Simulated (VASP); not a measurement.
# Ir (I4/mmm) in VASP: a series of runs, part 2 of 2

VASP 6.6.1. The steps go on from the part before.

## 3. Single point, PBE (strain -0.025 along x and y, +0.025 along z)

The input, INCAR:

```
ALGO = Fast
EDIFF = 1E-7
ENCUT = 520
GGA = PE
ISIF = 2
ISMEAR = 0
LASPH = T
LCHARG = F
LREAL = F
LWAVE = F
NBANDS = 10
NELM = 60
PREC = Accurate
SIGMA = 0.15
```

The input, KPOINTS:

```
k-points
0
Gamma
  22 22 22
```

The input, POSCAR:

```
Ir
1.0
    0.0000000000      1.8717075000      1.9676925000
    1.8717075000      0.0000000000      1.9676925000
    1.8717075000      1.8717075000      0.0000000000
Ir
1
Direct
    0.0000000000      0.0000000000      0.0000000000
```

Potentials or basis: VASP PAW PBE potentials, release 64 (Ir).

Command:

```bash
cat potpaw_PBE.64/Ir/POTCAR > POTCAR
mpirun -np 1 vasp_std > vasp.out
```

OUTCAR:

```text
EDIFF = 1E-7
   ENCUT = 520
   GGA = PE
   ISIF = 2
   ISMEAR = 0
   LASPH = T
   LREAL = F
   NELM = 60
   PREC = Accurate

 ion  position               nearest neighbor table
   1  0.000  0.000  0.000-

  LATTYP: Found a body centered tetragonal cell.
 ALAT       =     2.6469941313
 C/A-ratio  =     1.4867373348

  Lattice vectors:

 A1 = (  -1.8717075000,   0.0000000000,   1.9676925000)
 A2 = (   1.8717075000,   0.0000000000,   1.9676925000)
 A3 = (   0.0000000000,   1.8717075000,  -1.9676925000)

Analysis of symmetry for initial positions (statically):
=====================================================================
 Subroutine PRICEL returns:
 Original cell was already a primitive cell.

 Routine SETGRP: Setting up the symmetry group for a
 body centered tetragonal supercell.

 Subroutine GETGRP returns: Found 16 space group operations
 (whereof 16 operations were pure point group operations)
 out of a pool of 16 trial point group operations.

The static configuration has the point symmetry D_4h.

Analysis of symmetry for dynamics (positions and initial velocities):
=====================================================================
 Subroutine PRICEL returns:
 Original cell was already a primitive cell.

 Routine SETGRP: Setting up the symmetry group for a
 body centered tetragonal supercell.

 Subroutine GETGRP returns: Found 16 space group operations
 (whereof 16 operations were pure point group operations)
 out of a pool of 16 trial point group operations.

The dynamic configuration has the point symmetry D_4h.

 Subroutine INISYM returns: Found 16 space group operations
 (whereof 16 operations are pure point group operations),
 and found     1 'primitive' translations

----------------------------------------------------------------------------------------

                                     Primitive cell

  volume of cell :      13.7868

  direct lattice vectors                    reciprocal lattice vectors
     0.000000000  1.871707500  1.967692500    -0.267135757  0.267135757  0.254104745
     1.871707500  0.000000000  1.967692500     0.267135757 -0.267135757  0.254104745
     1.871707500  1.871707500  0.000000000     0.267135757  0.267135757 -0.254104745

  length of vectors
     2.715714039  2.715714039  2.646994131     0.455293583  0.455293583  0.455293583

  position of ions in fractional coordinates (direct lattice)
     0.000000000  0.000000000  0.000000000

  ion indices of the primitive-cell ions
   primitive index   ion index
                 1           1

----------------------------------------------------------------------------------------

 KPOINTS: k-points

Automatic generation of k-mesh.
 Grid dimensions read from file:
 generate k-points for:   22   22   22

 Generating k-lattice:

  Cartesian coordinates                     Fractional coordinates (reciprocal lattice)
    -0.012142534  0.012142534  0.011550216     0.045454545 -0.000000000  0.000000000
     0.012142534 -0.012142534  0.011550216    -0.000000000  0.045454545  0.000000000
     0.012142534  0.012142534 -0.011550216     0.000000000  0.000000000  0.045454545

  Length of vectors
     0.020695163  0.020695163  0.020695163

  Shift w.r.t. Gamma in fractional coordinates (k-lattice)
     0.000000000  0.000000000  0.000000000

 Subroutine IBZKPT returns following result:
 ===========================================

 Found    834 irreducible k-points:

 Following reciprocal coordinates:
            Coordinates               Weight
  0.000000  0.000000  0.000000      1.000000
  0.045455 -0.000000  0.000000      8.000000
  0.090909 -0.000000  0.000000      8.000000
  0.136364 -0.000000  0.000000      8.000000
  0.181818  0.000000  0.000000      8.000000
  0.227273  0.000000  0.000000      8.000000
[... 16 lines left out ...]
  0.500000  0.045455  0.000000      8.000000
 -0.454545  0.045455  0.000000      8.000000
 [... further k-points ...]
   k-points           NKPTS =    834   k-points in BZ     NKDIM =    834   number of bands    NBANDS=     10
   number of dos      NEDOS =    301   number of ions     NIONS =      1
   total plane-waves  NPLWV =   8000
   dimension x,y,z NGX =    20 NGY =   20 NGZ =   20
   dimension x,y,z NGXF=    40 NGYF=   40 NGZF=   40
   ions per type =               1
   NGX,Y,Z   is equivalent  to a cutoff of  12.24, 12.24, 12.56 a.u.
   NGXF,Y,Z  is equivalent  to a cutoff of  24.49, 24.49, 25.12 a.u.
 SYSTEM =  unknown system
   PREC   = accura    normal or accurate (medium, high low for compatibility)
   ISTART =      0    job   : 0-new  1-cont  2-samecut
   ICHARG =      2    charge: 1-file 2-atom 10-const
   ISPIN  =      1    spin polarized calculation?
   LNONCOLLINEAR =      F non collinear calculations
   LSORBIT =      F    spin-orbit coupling
   LASPH  =      T    aspherical Exc in radial PAW
   ENCUT  =  520.0 eV  38.22 Ry    6.18 a.u.   5.05  5.05  4.92*2*pi/ulx,y,z
   NELM   =     60;   NELMIN=  2; NELMDL= -5     # of ELM steps
   EDIFF  = 0.1E-06   stopping-criterion for ELM
   LREAL  =      F    real-space projection
   EDIFFG = 0.1E-05   stopping-criterion for IOM
   NSW    =      0    number of steps for IOM
   IBRION =     -1    ionic relax: 0-MD 1-quasi-New 2-CG
   NFREE  =      0    steps in history (QN), initial steepest desc. (CG)
   ISIF   =      2    stress and relaxation
   ISYM   =      2    0-nonsym 1-usesym 2-fastsym
   POTIM  = 0.5000    time-step for ionic-motion
   TEBEG  =    0.0;   TEEND  =   0.0 temperature during run
   PSTRESS=    0.0 pullay stress
   NELECT =       9.0000    total number of electrons
   NUPDOWN=      -1.0000    fix difference up-down
   EMIN   =  10.00;   EMAX   =-10.00  energy-range for DOS
   EFERMI =   0.00;   METHOD = LEGACY
   ISMEAR =     0;   SIGMA  =   0.15  broadening in eV -4-tet -1-fermi 0-gaus
   EFERMI_NEDOS =   21; number of points for ismear=-14 and -15
   IALGO  =     68    algorithm
   IMIX   =      4    mixing-type and parameters
     AMIX     =   0.40;   BMIX     =  1.00
     AMIX_MAG =   1.60;   BMIX_MAG =  1.00
  volume/ion in A,a.u.               =      13.79        93.04
  Fermi-wavevector in a.u.,A,eV,Ry     =   1.420151  2.683697 27.440633  2.016830
  Thomas-Fermi vector in A             =   2.541097
   LORBIT       =      0    0 simple, 1 ext, 2 COOP (PROOUT), +10 PAW based schemes
   GGA     = PE    functional components
   LHFCALC =     F    Hartree Fock is set to
   AEXX    =    0.0000 exact exchange contribution
   IVDW    =     0    specifies the selected vdW correction
   LEPSILON=     F    determine dielectric tensor
   LRPA    =     F    only Hartree local field effects (RPA)
 non-spin polarized calculation
 RMM-DIIS sequential band-by-band and
 Gauss-broadening in eV      SIGMA  =   0.15
  energy-cutoff  :      520.00
  volume of cell :       13.79
 maximum number of plane-waves:       383
   NGX =  9   NGY =  9   NGZ =  9

 number of electron       9.0000001 magnetization

 Free energy of the ion-electron system (eV)
  ---------------------------------------------------
  ext. energy  EPLUGINS =         0.00000000
  ---------------------------------------------------
  free energy    TOTEN  =        -8.77754989 eV

  energy without entropy =       -8.76602577  energy(sigma->0) =       -8.77178783

 E-fermi :  10.8306     XC(G=0): -14.1413

 val. band max:       10.8270019781   @ k =   0.3182   0.0909   0.2273
 cond. band min:      10.8328487140   @ k =  -0.1818   0.0455   0.1364
 fundamental gap:      0.0058467358
 Fermi energy:        10.8306071268

 k-point     1 :       0.0000    0.0000    0.0000
  band No.  band energies     occupation
      1      -0.5386      2.00000
      2       6.3727      2.00000
      3       7.0720      2.00000
      4       7.0720      2.00000
      5       9.1386      2.00000
      6      10.0715      2.00000
      7      25.1759      0.00000
      8      29.8187      0.00000
      9      31.4324      0.00000
     10      31.4324      0.00000
[... 287 lines left out ...]
 k-point    24 :      -0.4545    0.0455    0.0000
  band No.  band energies     occupation
      1       2.5693      2.00000
      2       6.3245      2.00000
      3       7.1358      2.00000
      4       9.5225      2.00000
      5      11.5097      0.00000
      6      12.4290      0.00000
      7      18.5666      0.00000
      8      24.8156      0.00000
      9      30.3141      0.00000
     10      31.5353      0.00000

 [... further k-points ...]

------------------------ aborting loop because EDIFF is reached ----------------------------------------

  FORCE on cell =-STRESS in cart. coord.  units (eV):
  Direction    XX          YY          ZZ          XY          YZ          ZX
  --------------------------------------------------------------------------------------
  -------------------------------------------------------------------------------------
  Total        2.4343100      2.4343100      0.6536753      0.0000000      0.0000000     -0.0000000
  in kB      282.8937019    282.8937019     75.9642845      0.0000000      0.0000000     -0.0000000
  external PRESSURE =     213.9172294 kB  Pullay stress =       0.0000000 kB

 VOLUME and BASIS-vectors are now :
 -----------------------------------------------------------------------------
  energy-cutoff  :      520.00
  volume of cell :       13.79
      direct lattice vectors                 reciprocal lattice vectors
     0.000000000  1.871707500  1.967692500    -0.267135757  0.267135757  0.254104745
     1.871707500  0.000000000  1.967692500     0.267135757 -0.267135757  0.254104745
     1.871707500  1.871707500  0.000000000     0.267135757  0.267135757 -0.254104745

 POSITION                                       TOTAL-FORCE (eV/Angst)
 -----------------------------------------------------------------------------------
      0.00000      0.00000      0.00000        -0.000000     -0.000000      0.000000
 -----------------------------------------------------------------------------------
    total drift:                                0.000000      0.000000      0.000000

  FREE ENERGIE OF THE ION-ELECTRON SYSTEM (eV)
  ---------------------------------------------------
  free  energy   TOTEN  =        -8.7775498893 eV

  energy  without entropy=       -8.7660257730  energy(sigma->0) =       -8.77178783
```

OSZICAR:

```text
N       E                     dE             d eps       ncg     rms          rms(c)
DAV:   1     0.482275255836E+02    0.48228E+02   -0.43849E+03 16840   0.823E+02
DAV:   2    -0.842559543255E+01   -0.56653E+02   -0.53869E+02 17120   0.198E+02
DAV:   3    -0.930815816538E+01   -0.88256E+00   -0.87859E+00 19288   0.301E+01
DAV:   4    -0.931640742173E+01   -0.82493E-02   -0.82476E-02 18918   0.271E+00
[... 10 lines left out ...]
RMM:  15    -0.877755126856E+01   -0.71762E-06   -0.87184E-06 19131   0.276E-02    0.209E-02
RMM:  16    -0.877755111434E+01    0.15423E-06   -0.76665E-07 21050   0.860E-03    0.238E-02
RMM:  17    -0.877755036782E+01    0.74652E-06   -0.49661E-07 18174   0.883E-03    0.102E-02
RMM:  18    -0.877754993671E+01    0.43111E-06   -0.35081E-07 17409   0.676E-03    0.473E-03
RMM:  19    -0.877754988928E+01    0.47430E-07   -0.50330E-08  9533   0.193E-03
   1 F= -.87775499E+01 E0= -.87717878E+01  d E =-.115241E-01
```

stdout:

```text
POSCAR found type information on POSCAR Ir
 POSCAR found :  1 types and       1 ions
 scaLAPACK will be used
 LDA part: xc-table for (Slater+PW92), standard interpolation
 POSCAR, INCAR and KPOINTS ok, starting setup
 FFT: planning ... GRIDC
 FFT: planning ... GRID_SOFT
 FFT: planning ... GRID
 WAVECAR not read
 entering main loop
WARNING in EDDRMM: call to ZHEGV failed, returncode =   8  4     10
```

Wall time 3.2 min (1 thread of Intel Xeon 8259CL, shared host); peak memory 0.24 GiB.

What came out:

```yaml
Free_energy: -8.7775 eV
Pressure: 21.4 GPa
Band_gap_on_the_k_mesh: zero (an odd number of electrons rules out a gap without spin polarisation)
```

Stress tensor (GPa, compression positive):
```
28.29  0.00  0.00
 0.00 28.29  0.00
 0.00  0.00  7.60
```

Levels at points of the mesh, in eV from the Fermi level:
```tsv
k point	band 1	band 2	band 3	band 4	band 5	band 6	band 7	band 8	band 9
(0.00, 0.00, 0.00)	-11.37	-4.46	-3.76	-3.76	-1.69	-0.76	14.35	18.99	20.60
(0.50, 0.00, 0.00)	-8.34	-4.47	-3.76	-0.79	0.80	1.15	7.60	13.80	19.71
(0.50, 0.50, 0.00)	-8.23	-7.57	1.02	1.03	1.54	1.54	9.99	12.49	12.49
(0.50, 0.00, 0.50)	-8.17	-7.59	0.87	1.23	1.96	2.10	11.28	11.40	11.88
```

Caveat: the cell differs from its parent crystal (strain -0.025 along x and y, +0.025 along z); the cell stands under pressure; spin-orbit coupling is left out, which moves the levels of the heavy elements.
